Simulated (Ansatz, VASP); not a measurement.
## B: VASP beside Ansatz

Contents of INCAR:

```
ALGO = Normal ; EDIFF = 1E-6
ENCUT = 500 ; GGA = PE
GGA_COMPAT = F ; ISIF = 2
ISMEAR = -1 ; LASPH = T
LCHARG = T ; LELF = T
LREAL = F ; LVHAR = T
LWAVE = F ; NBANDS = 14
NELM = 120 ; PREC = Accurate
SIGMA = 0.1
```

KPOINTS

```
k-points
0
Gamma
  23 23 2
```

POSCAR

```
B
1.0
    1.7597576802      0.0000000000      0.0000000000
   -0.8798788401      1.5239948556      0.0000000000
    0.0000000000      0.0000000000     18.8045625467
B
4
Direct
    1.0000000000      1.0000000000      1.0000000000
    1.0000000000      1.0000000000      0.5000000000
    0.3333333333      0.6666666667      0.2500000000
    0.6666666667      0.3333333333      0.7500000000
```

Input for Ansatz:

```yaml
crystal:
  lattice:
    - [1.7597576802, 0.0, 0.0]
    - [-0.8798788401, 1.5239948556, 0.0]
    - [0.0, 0.0, 18.8045625467]
  atoms:
    - { symbol: B, position: [1.0, 1.0, 1.0] }
    - { symbol: B, position: [1.0, 1.0, 0.5] }
    - { symbol: B, position: [0.3333333333, 0.6666666667, 0.25] }
    - { symbol: B, position: [0.6666666667, 0.3333333333, 0.75] }
hamiltonian:
  xc: pbe
  pseudopotentials:
    kind: paw
    azcp:
      B: "pseudopotentials/B.paw.azcp"
basis:
  ecutwfc: 420
  fft_grid_basis: typed
kpoints:
  mp_grid: { grid: [23, 23, 2], shift: [0, 0, 0] }
magnetization:
  spin_polarized: false
scf:
  occupations: { method: fermi_dirac, width: 0.1 }
  lower_state_search: "off"
output:
  stress: true
```

Alike in both runs: task single point; functional PBE; k mesh 23 × 23 × 2; occupations fermi-dirac, width 0.1 eV; no spin polarisation.

|  | VASP | Ansatz |
| --- | --- | --- |
| version | VASP 6.6.1 | Ansatz 0.2.0 |
| potentials or method | VASP PAW PBE potentials, release 64 (B), cutoff 500 eV | plane waves (420 eV) with PAW, scalar-relativistic |
| valence electrons in the cell | 12 | 12 |

VASP gave:

| Property | Result |
| --- | --- |
| pressure (GPa) | -10.8 |
| traceless stress, the component that is largest in VASP (GPa) | 10.50 |

Problem. What did Ansatz give for the same quantities?

Solution. Pressure (GPa): -10.7; traceless stress, the component that is largest in VASP (GPa): 10.48.
